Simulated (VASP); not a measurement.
Here is a VASP 6.6.1 calculation.

Contents of INCAR:

```
SYSTEM = CoO
PREC = Accurate ; ENCUT = 520
EDIFF = 1E-7 ; ISMEAR = -1
SIGMA = 0.05 ; LREAL = .False.
LASPH = .True. ; NELM = 150
ALGO = Normal ; ISIF = 2
LWAVE = .False. ; LCHARG = .True.
ISPIN = 2 ; MAGMOM = 2 0
LORBIT = 11 ; LMAXMIX = 4
GGA = PE ; LELF = .True.
LVHAR = .True. ; NBANDS = 18
```

The input KPOINTS:

```
regular mesh
0
Gamma
  15 15 15
  0 0 0
```

POSCAR

```
CoO
1.0
    0.0000000000      2.0883579357      2.0883579357
    2.0883579357      0.0000000000      2.0883579357
    2.0883579357      2.0883579357      0.0000000000
Co O
1 1
Direct
    0.0000000000      0.0000000000      0.0000000000
    0.5000000000      0.5000000000      0.5000000000
```

Potentials or basis: VASP PAW PBE potentials, release 64 (Co, O).

Command:

```sh
$ cat potpaw_PBE.64/Co/POTCAR potpaw_PBE.64/O/POTCAR > POTCAR
$ mpirun -np 1 vasp_std > vasp.out
```

(1) Predict the site moments.

(2) Estimate the net moment.

Results:

(1) Co +2.37; O +0.24 μB.

(2) 2.65 μB per cell.

Caveat: a cell with one magnetic atom can't hold antiferromagnetic order, which such compounds often take.
